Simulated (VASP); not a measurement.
# Al2O3 (Corundum) (R-3c) in VASP: further runs, part 2 of 2

VASP 6.6.1. Earlier steps stand in the parts before.

## 3. Single point, r2SCAN

Input file POSCAR:

```
Al2O3
1.0
    2.3793207413      1.3737014705      4.3317967337
   -2.3793207413      1.3737014705      4.3317967337
    0.0000000000     -2.7474029409      4.3317967337
Al O
4 6
Direct
    0.3519097825      0.3519097825      0.3519097825
    0.1480902175      0.1480902175      0.1480902175
    0.6480902175      0.6480902175      0.6480902175
    0.8519097825      0.8519097825      0.8519097825
    0.5563679964      0.9436320036      0.2500000000
    0.2500000000      0.5563679964      0.9436320036
    0.9436320036      0.2500000000      0.5563679964
    0.4436320036      0.0563679964      0.7500000000
    0.7500000000      0.4436320036      0.0563679964
    0.0563679964      0.7500000000      0.4436320036
```

Input file INCAR.step1:

```
PREC = Accurate
ENCUT = 520
ISMEAR = -1
SIGMA = 0.02
LREAL = False
LASPH = True
NELM = 80
NBANDS = 35
GGA = PE
ALGO = Normal
EDIFF = 1E-4
LWAVE = True
LCHARG = False
```

Input file INCAR.step2:

```
PREC = Accurate
ENCUT = 520
EDIFF = 1E-6
ISMEAR = -1
SIGMA = 0.02
LREAL = False
LASPH = True
NELM = 80
ALGO = Normal
ISIF = 2
LWAVE = False
LCHARG = False
METAGGA = R2SCAN
LMIXTAU = True
NBANDS = 35
ISTART = 1
```

Input file KPOINTS:

```
regular mesh
0
Gamma
  6 6 6
```

Potentials or basis: VASP PAW PBE potentials, release 64 (Al, O).

Started as:

```bash
cat potpaw_PBE.64/Al/POTCAR potpaw_PBE.64/O/POTCAR > POTCAR
cp INCAR.step1 INCAR
mpirun -np 1 vasp_std > vasp.out
cp INCAR.step2 INCAR
mpirun -np 1 vasp_std > vasp.out
```

Run time: 5.4 min. Hardware: 1 thread of Intel Xeon Platinum 8259CL at 2.50GHz (Skylake/Cascade Lake), shared host; peak memory 0.28 GiB.

The run converged. Its results:

```
Free energy            : -96.2696 eV
Pressure               : -0.5 GPa
Largest force          : 0.019 eV/Å
Band gap on the k mesh : 7.16 eV, direct
```

Forces in eV/Å, atoms in the order of the input:
```
Al   0.000  0.000 -0.019
Al   0.000  0.000  0.019
Al   0.000  0.000  0.019
Al   0.000  0.000 -0.019
O   -0.013  0.000  0.000
O    0.006 -0.011  0.000
O    0.006  0.011  0.000
O    0.013  0.000  0.000
O   -0.006  0.011  0.000
O   -0.006 -0.011  0.000
```

Stress tensor (GPa, compression positive):
```
-0.44  0.00  0.00
 0.00 -0.44  0.00
 0.00  0.00 -0.55
```

Levels at points of the mesh, in eV from the valence-band top:
```csv
k point,band 22,band 23,band 24,band 25,band 26,band 27
"(0.00, 0.00, 0.00)",-0.05,-0.05,0.00,7.16,10.12,11.95
"(0.50, 0.00, 0.00)",-0.93,-0.29,-0.29,10.44,10.44,10.71
"(0.50, 0.50, 0.00)",-0.92,-0.78,-0.27,10.59,10.79,10.91
"(0.50, 0.50, 0.50)",-0.40,-0.40,-0.40,9.63,9.63,12.17
```

Caveat: the PAW data sets were made with another functional, which shifts forces and pressure a little.

## 4. Single point, r2SCAN

POSCAR is that of step 3.

Input file INCAR.step1:

```
SYSTEM = Al2O3
PREC = Accurate ; ENCUT = 520
ISMEAR = 0 ; SIGMA = 0.01
LREAL = .FALSE. ; LASPH = .TRUE.
NELM = 80 ; NBANDS = 35
GGA = PE ; ALGO = Normal
EDIFF = 1E-4 ; LWAVE = .TRUE.
LCHARG = .FALSE.
```

Input file INCAR.step2:

```
SYSTEM = Al2O3
PREC = Accurate ; ENCUT = 520
EDIFF = 1E-6 ; ISMEAR = 0
SIGMA = 0.01 ; LREAL = .FALSE.
LASPH = .TRUE. ; NELM = 80
ALGO = Normal ; ISIF = 2
LWAVE = .FALSE. ; LCHARG = .TRUE.
METAGGA = R2SCAN ; LMIXTAU = .TRUE.
LELF = .TRUE. ; LVHAR = .TRUE.
NBANDS = 35 ; ISTART = 1
```

Input file KPOINTS:

```
regular mesh
0
G
  6 6 6
  0 0 0
```

Potentials or basis: VASP PAW PBE potentials, release 64 (Al, O).

Started as:

```bash
cat potpaw_PBE.64/Al/POTCAR potpaw_PBE.64/O/POTCAR > POTCAR
cp INCAR.step1 INCAR
mpirun -np 1 vasp_std > vasp.out
cp INCAR.step2 INCAR
mpirun -np 1 vasp_std > vasp.out
```

OUTCAR:

```text
SYSTEM = Al2O3
   PREC = Accurate
   ENCUT = 520
   EDIFF = 1E-6
   ISMEAR = 0
   LREAL = .FALSE.
   LASPH = .TRUE.
   NELM = 80
   ISIF = 2
   METAGGA = R2SCAN
   ISTART = 1

 ion  position               nearest neighbor table
   1  0.352  0.352  0.352-   8 1.86   9 1.86  10 1.86   6 1.97   7 1.97   5 1.97   2 2.65   3 2.79
                             3 2.79   3 2.79   2 3.22   2 3.22   2 3.22
   2  0.148  0.148  0.148-   8 1.86  10 1.86   9 1.86   7 1.97   6 1.97   5 1.97   1 2.65   4 2.79
                             4 2.79   4 2.79   1 3.22   1 3.22   1 3.22
   3  0.648  0.648  0.648-   5 1.86   6 1.86   7 1.86   9 1.97  10 1.97   8 1.97   4 2.65   1 2.79
                             1 2.79   1 2.79   4 3.22   4 3.22   4 3.22
[... 1143 lines left out ...]
 VOLUME and BASIS-vectors are now :
 -----------------------------------------------------------------------------
  energy-cutoff  :      520.00
  volume of cell :       84.95
      direct lattice vectors                 reciprocal lattice vectors
     2.379320741  1.373701470  4.331796734     0.210144009  0.121326700  0.076950364
    -2.379320741  1.373701470  4.331796734    -0.210144009  0.121326700  0.076950364
     0.000000000 -2.747402941  4.331796734     0.000000000 -0.242653401  0.076950364

 POSITION                                       TOTAL-FORCE (eV/Angst)
 -----------------------------------------------------------------------------------
      0.00000      0.00000      4.57320        -0.000000     -0.000000     -0.018973
      0.00000      0.00000      1.92449        -0.000000      0.000000      0.018973
      0.00000      0.00000      8.42219        -0.000000      0.000000      0.018973
      0.00000      0.00000     11.07090        -0.000000     -0.000000     -0.018973
     -0.92143      1.37370      7.58064        -0.012574      0.000000      0.000000
     -0.72895     -1.48483      7.58064         0.006287     -0.010889      0.000000
      1.65037      0.11113      7.58064         0.006287      0.010889      0.000000
      0.92143     -1.37370      5.41475         0.012574      0.000000      0.000000
      0.72895      1.48483      5.41475        -0.006287      0.010889      0.000000
     -1.65037     -0.11113      5.41475        -0.006287     -0.010889      0.000000
 -----------------------------------------------------------------------------------
    total drift:                                0.000000     -0.000000      0.000000

  FREE ENERGIE OF THE ION-ELECTRON SYSTEM (eV)
  ---------------------------------------------------
  free  energy   TOTEN  =       -96.2696179882 eV

  energy  without entropy=      -96.2696179882  energy(sigma->0) =      -96.26961799
```

Run time: 5.2 min. Hardware: 1 thread of Intel Xeon Platinum 8259CL at 2.50GHz (Skylake/Cascade Lake), shared host; peak memory 0.28 GiB.

What came out:

- Free energy: -96.2696 eV
- Pressure: -0.5 GPa
- Largest force: 0.019 eV/Å
- Band gap on the k mesh: 7.16 eV, direct

Forces on the atoms (eV/Å):
```
Al   0.000  0.000 -0.019
Al   0.000  0.000  0.019
Al   0.000  0.000  0.019
Al   0.000  0.000 -0.019
O   -0.013  0.000  0.000
O    0.006 -0.011  0.000
O    0.006  0.011  0.000
O    0.013  0.000  0.000
O   -0.006  0.011  0.000
O   -0.006 -0.011  0.000
```

Stress tensor (GPa, compression positive):
```
-0.44  0.00  0.00
 0.00 -0.44  0.00
 0.00  0.00 -0.55
```

Caveat: the PAW data sets were made with another functional, which shifts forces and pressure a little.

## 5. Overview

| level | smearing | gap on the mesh (eV) | pressure (GPa) | largest force (eV/Å) |
| --- | --- | --- | --- | --- |
| PBE | fermi-dirac 0.02 eV | 6.24 | 7.4 | 0.03 |
| r2SCAN | fermi-dirac 0.02 eV | 7.16 | -0.5 | 0.02 |
| r2SCAN | gaussian 0.01 eV | 7.16 | -0.5 | 0.02 |

Alike in all rows: task single point; potentials or basis VASP PAW PBE potentials, release 64 (Al, O); no spin polarisation; cell a = 5.130 Å, angles 55.3°, 10 atoms; k mesh 6 × 6 × 6; cutoff (eV) 520.

On the cell as given the gap runs from 6.24 eV (PBE) to 7.16 eV (r2SCAN). The pressure there spans -0.5 GPa (r2SCAN) to 7.4 GPa (PBE); a positive pressure means that this level wants a larger cell, a negative one a smaller.

Caveats: the PAW data sets were made with another functional, which shifts forces and pressure a little (some runs).

Absolute energies hang on the potentials; compare differences alone.

## 6. Against experiment

Step 3. A measured gap of Al2O3 is 8.7 eV (optical; quoted in “Multi-petahertz electron interference in Cr:Al2O3 solid-state material”, 2018, pmc:5906618); the calculated 7.16 eV misses it by -1.54 eV. The value is that of r2SCAN on a finite k mesh, which can miss the band edges, without temperature or zero-point motion.

Step 4. Against the measured gap of Al2O3, 8.7 eV (optical; quoted in “Multi-petahertz electron interference in Cr:Al2O3 solid-state material”, 2018, pmc:5906618), the calculated 7.16 eV is off by -1.54 eV. The value is that of r2SCAN on a finite k mesh, which can miss the band edges, without temperature or zero-point motion.
